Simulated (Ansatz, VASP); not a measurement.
## MnO: VASP beside Ansatz

```
Mn O
1.0
     0.00000    2.22391    2.22391
     2.22391    0.00000    2.22391
     2.22391    2.22391    0.00000
Mn O
1 1
Direct
  0.00000 0.00000 0.00000
  0.50000 0.50000 0.50000
```

Alike in both runs: task single point; functional PBE; k mesh 10 × 10 × 10; occupations fermi-dirac, width 0.05 eV; collinear spin; fixed moment 3 μB.

```csv
,VASP,Ansatz
version,VASP 6.6.1,Ansatz 0.2.0
potentials or method,"VASP PAW PBE potentials, release 64 (Mn_pv, O), cutoff 520 eV","all-electron LAPW, scalar-relativistic"
```

VASP gave:

```
pressure (GPa)                                                : -23.3
size of the moment on the site where the two differ most (μB) : 2.95
```

Which values does Ansatz return?

Pressure (GPa): -23.4; size of the moment on the site where the two differ most (μB): 2.94.

Site moments also hang on the region over which each program counts them. Ansatz ran all-electron here, and VASP with PAW potentials.
